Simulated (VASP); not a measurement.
# Ge (P1) in VASP: further runs, part 2 of 2

VASP 6.6.1.

**4. Single point, PBE+D3(BJ)**

The input, INCAR:

```
SYSTEM = Ge
  PREC = Accurate
  ENCUT = 520
  EDIFF = 1E-6
  ISMEAR = -1
  SIGMA = 0.36
  LREAL = Auto
  LASPH = .TRUE.
  NELM = 80
  ALGO = Normal
  ISIF = 2
  LWAVE = .FALSE.
  LCHARG = .FALSE.
  GGA = PE
  IVDW = 12
  NBANDS = 126
```

The input, KPOINTS:

```
Automatic mesh
0
G
  2 2 2
  0 0 0
```

The input, POSCAR:

```
Ge
1.0
    0.0000000000      5.8427050000      5.8427050000
    5.8427050000      0.0000000000      5.8427050000
    5.8427050000      5.8427050000      0.0000000000
Ge
16
Direct
    0.0036712447      0.0223612180     -0.0361904289
    0.1183355997      0.1260375117      0.0819654595
   -0.0131274812     -0.0513974264      0.5146246473
    0.0541615570      0.1687488929      0.5970607792
   -0.0221044876      0.4533602159      0.0570027068
    0.1088194595      0.6577604038      0.0601776061
    0.0086175838      0.5126991693      0.5286678003
    0.1130726265      0.5859186798      0.6478591680
    0.5908136728     -0.0847124748     -0.0165933416
    0.6781619130      0.1244800140      0.0393824436
    0.4714597092      0.0170811294      0.4248716990
    0.6318648640      0.0536224232      0.6293831367
    0.5853966613      0.5017881272     -0.0421551319
    0.6237864140      0.6028714440      0.1467128667
    0.5332461591      0.4410457143      0.5292925109
    0.6420827339      0.6677044280      0.5705918748
```

Launch:

```
cat potpaw_PBE.64/Ge_d/POTCAR > POTCAR
mpirun -np 1 vasp_std > vasp.out
```

Wall time 9 min (1 thread of Intel Xeon Platinum 8559C (Emerald Rapids), shared host); peak memory 0.66 GiB.

The run converged. Its results:

```yaml
Free_energy: -69.4368 eV
Pressure: 4.5 GPa
Largest_force: 8.095 eV/Å
Band_gap_on_the_k_mesh: zero (bands 112 and 113 overlap by 0.45 eV)
Dispersion_energy_per_atom: -0.301 eV
```

Forces on the atoms (eV/Å):
```
Ge  -2.332  0.655  0.529
Ge  -0.278  3.021  0.134
Ge  -0.365 -0.284  1.286
Ge  -0.799  0.518  0.115
Ge   0.320 -0.713  1.188
Ge   0.045  1.557  0.557
Ge  -4.481 -5.664 -3.656
Ge   3.888  5.620  4.035
Ge   1.943 -2.419  2.066
Ge   2.320 -1.634 -1.763
Ge   0.727 -0.191  0.451
Ge   0.123 -1.279 -0.228
Ge  -1.401 -1.928 -1.297
Ge   0.241  2.349 -2.527
Ge   0.289 -0.282 -0.149
Ge  -0.238  0.673 -0.742
```

Stress tensor (GPa, compression positive):
```
4.51 0.45 4.90
0.45 4.64 2.70
4.90 2.70 4.42
```

Levels at points of the mesh, in eV from the Fermi level:
```tsv
k point	band 108	band 109	band 110	band 111	band 112	band 113	band 114	band 115	band 116	band 117
(0.00, 0.00, 0.00)	-0.77	-0.69	-0.56	-0.43	-0.30	-0.09	-0.06	0.01	0.12	0.54
(0.50, 0.00, 0.00)	-1.50	-1.06	-0.89	-0.45	-0.19	-0.13	0.23	0.42	0.67	0.95
(0.00, 0.50, 0.00)	-1.15	-0.73	-0.59	-0.09	0.32	0.37	0.59	0.76	0.98	1.15
(0.00, 0.00, 0.50)	-1.44	-0.97	-0.54	-0.48	-0.20	-0.11	0.17	0.45	0.54	0.83
(0.50, 0.50, 0.50)	-1.28	-0.85	-0.38	-0.07	0.15	0.26	0.53	0.76	1.17	1.26
(0.50, 0.50, 0.00)	-1.28	-0.97	-0.80	-0.46	-0.31	0.65	0.84	1.31	1.48	1.52
(0.00, 0.50, 0.50)	-1.31	-1.16	-0.70	-0.45	-0.33	0.83	1.01	1.21	1.47	1.67
(0.50, 0.00, 0.50)	-1.43	-0.99	-0.82	-0.75	-0.05	0.29	0.56	0.84	1.27	1.58
```

Caveat: the k points lie up to 0.47 Å⁻¹ apart; so wide a smearing shifts energies and pressures; semilocal functionals underestimate gaps, and a narrow one can read as zero; forces of over 1 eV/Å act on the atoms, so gaps and moduli don't describe the material at rest.

**5. Single point, PBE+D3(BJ)**

This run uses another cell than the first one, of 25.14 Å³/atom.

The input, INCAR:

```
PREC = Accurate
ENCUT = 520
EDIFF = 1E-7
ISMEAR = -1
SIGMA = 0.36
LREAL = Auto
LASPH = T
NELM = 100
ALGO = Normal
ISIF = 2
LWAVE = F
LCHARG = F
GGA = PE
IVDW = 12
NBANDS = 126
```

The input, KPOINTS:

```
regular mesh
0
Gamma
  2 2 2
```

The input, POSCAR:

```
Ge
1.0
    0.0000000000      5.8591340000      5.8591340000
    5.8591340000      0.0000000000      5.8591340000
    5.8591340000      5.8591340000      0.0000000000
Ge
16
Direct
    0.0346467584     -0.0033281369     -0.0662555251
    0.1236360186      0.1154095469      0.0950311087
    0.0287926509     -0.0746185358      0.5361884538
    0.0500244575      0.1473255263      0.6033144147
   -0.0229129424      0.4639849507      0.0604270187
    0.1207857680      0.6324996151      0.1290293071
    0.0369849879      0.4965238890      0.4876488573
    0.1333388176      0.5764418428      0.7142267100
    0.5662782247     -0.0572780892     -0.0473619480
    0.6493877764      0.1473852621      0.0159494560
    0.5168084567      0.0151472897      0.3690050441
    0.6582713418      0.0436583290      0.5358983085
    0.5374770401      0.5438261013     -0.0745588000
    0.6076239253      0.6148775570      0.1859233805
    0.5748545775      0.4314545460      0.5152894609
    0.5857947608      0.6432947258      0.6102693675
```

Launch:

```
cat potpaw_PBE.64/Ge_d/POTCAR > POTCAR
mpirun -np 1 vasp_std > vasp.out
```

Wall time 11 min (1 thread of Intel Xeon Platinum 8559C (Emerald Rapids), shared host); peak memory 0.71 GiB.

Results (log left out):

| Quantity | Value |
| --- | --- |
| Free energy | -70.5633 eV |
| Pressure | 1.6 GPa |
| Largest force | 4.061 eV/Å |
| Band gap on the k mesh | zero (bands 112 and 113 overlap by 0.49 eV) |
| Dispersion energy per atom | -0.309 eV |

Forces in eV/Å, atoms in the order of the input:
```
Ge   0.984  0.763 -0.750
Ge  -0.528  1.324 -0.233
Ge  -1.429 -1.798 -0.620
Ge   0.433 -0.036  1.959
Ge   0.906  0.337  0.005
Ge  -0.912 -0.235  0.374
Ge   0.990  0.333 -0.346
Ge  -1.843 -0.391  0.594
Ge   0.235 -1.751  0.176
Ge   0.013 -0.180  1.109
Ge   0.430 -0.265 -1.538
Ge   1.373  1.597  0.916
Ge   2.190  2.739 -2.048
Ge  -1.353 -1.074  0.221
Ge  -0.618  0.375 -2.542
Ge  -0.874 -1.740  2.722
```

Stress tensor (GPa, compression positive):
```
 1.69  3.65  1.33
 3.65  1.69 -3.01
 1.33 -3.01  1.32
```

Levels at points of the mesh, in eV from the Fermi level:
| k point | band 108 | band 109 | band 110 | band 111 | band 112 | band 113 | band 114 | band 115 |
| --- | --- | --- | --- | --- | --- | --- | --- | --- |
| (0.00, 0.00, 0.00) | -0.77 | -0.61 | -0.49 | -0.46 | -0.27 | -0.19 | -0.02 | 0.14 |
| (0.50, 0.00, 0.00) | -1.65 | -0.97 | -0.79 | -0.51 | -0.50 | -0.32 | -0.21 | 0.29 |
| (0.00, 0.50, 0.00) | -1.11 | -1.01 | -0.86 | -0.16 | 0.17 | 0.27 | 0.48 | 0.63 |
| (0.00, 0.00, 0.50) | -1.05 | -0.89 | -0.73 | -0.07 | 0.15 | 0.21 | 0.54 | 0.66 |
| (0.50, 0.50, 0.50) | -1.18 | -1.10 | -0.60 | -0.11 | 0.17 | 0.26 | 0.59 | 0.68 |
| (0.50, 0.50, 0.00) | -1.28 | -1.02 | -0.86 | -0.44 | -0.32 | 0.52 | 0.71 | 1.01 |
| (0.00, 0.50, 0.50) | -1.24 | -1.00 | -0.91 | -0.35 | -0.31 | 0.76 | 0.85 | 0.98 |
| (0.50, 0.00, 0.50) | -1.15 | -1.13 | -0.81 | -0.51 | 0.00 | 0.32 | 0.87 | 1.09 |

Caveat: the k points lie up to 0.46 Å⁻¹ apart; the atoms stand as in a frame of molecular dynamics; so wide a smearing shifts energies and pressures; semilocal functionals underestimate gaps, and a narrow one can read as zero; forces of over 1 eV/Å act on the atoms, so gaps and moduli don't describe the material at rest.

**6. Overview**

| cell | gap on the mesh (eV) | pressure (GPa) | largest force (eV/Å) |
| --- | --- | --- | --- |
| a = 8.263 Å, angles 60.0°, 16 atoms, atomic positions A | none | 2.4 | 2.99 |
| a = 8.263 Å, angles 60.0°, 16 atoms, atomic positions B | none | 2.5 | 3.35 |
| a = 8.263 Å, angles 60.0°, 16 atoms, atomic positions C | none | 4.5 | 8.09 |
| a = 8.286 Å, angles 60.0°, 16 atoms, atomic positions D | none | 1.6 | 4.06 |

Alike in all rows: task single point; level PBE+D3(BJ); potentials or basis VASP PAW PBE potentials, release 64 (Ge_d); no spin polarisation; k mesh 2 × 2 × 2; cutoff (eV) 520; smearing fermi-dirac 0.36 eV.

Caveats: all runs use coarse meshes; so wide a smearing shifts energies and pressures; semilocal functionals underestimate gaps, and a narrow one can read as zero; forces of over 1 eV/Å act on the atoms, so gaps and moduli don't describe the material at rest; the atoms stand as in a frame of molecular dynamics (at least some runs).

Absolute energies hang on the potentials; compare differences alone.
